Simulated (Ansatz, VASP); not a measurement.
**One calculation of KCl, two programs**

INCAR

```
SYSTEM = KCl
PREC = Accurate
ENCUT = 520
EDIFF = 1E-6
ISMEAR = 0
SIGMA = 0.05
LREAL = .False.
LASPH = .True.
NELM = 60
ALGO = Normal
ISIF = 2
LWAVE = .False.
LCHARG = .False.
GGA = PE
NBANDS = 15
```

KPOINTS

```
regular mesh
0
Gamma
  8 8 8
  0 0 0
```

File POSCAR:

```
KCl
1.0
    3.5177029827      0.0000000000      0.0000000000
    0.0000000000      3.5177029827      0.0000000000
    0.0000000000      0.0000000000      4.5730138775
K Cl
1 1
Direct
    0.0000000000      0.0000000000      0.0000000000
    0.5000000000      0.5000000000      0.5000000000
```

Input for Ansatz:

```yaml
crystal:
  lattice:
    - [3.5177029827, 0.0, 0.0]
    - [0.0, 3.5177029827, 0.0]
    - [0.0, 0.0, 4.5730138775]
  atoms:
    - { symbol: K, position: [0.0, 0.0, 0.0] }
    - { symbol: Cl, position: [0.5, 0.5, 0.5] }
basis:
  ecutwfc: 420
kpoints:
  mp_grid: { grid: [8, 8, 8] }
hamiltonian:
  xc: pbe
scf:
  occupations: { method: gaussian, width: 0.05 }
output:
  forces: true
  stress: true
  eigenvalues: true
```

Alike in both runs: task single point; functional PBE; k mesh 8 × 8 × 8; occupations gaussian, width 0.05 eV; no spin polarisation.

|  | VASP | Ansatz |
| --- | --- | --- |
| version | VASP 6.6.1 | Ansatz 0.2.0 |
| potentials or method | VASP PAW PBE potentials, release 64 (K_sv, Cl), cutoff 520 eV | scalar-relativistic, plane waves, PAW |
| valence electrons in the cell | 16 | 16 |

Ansatz gave:

| Property | Result |
| --- | --- |
| gap on the k mesh at the Fermi level (eV) | 3.32 |
| least direct gap on the mesh (eV) | 3.53 |
| pressure (GPa) | 0.1 |
| traceless stress, the component that is largest in VASP (GPa) | -8.16 |

Task: What did VASP give for the same quantities?

Result: gap on the k mesh at the Fermi level (eV): 3.32; least direct gap on the mesh (eV): 3.54; pressure (GPa): 0.1; traceless stress, the component that is largest in VASP (GPa): -8.14.
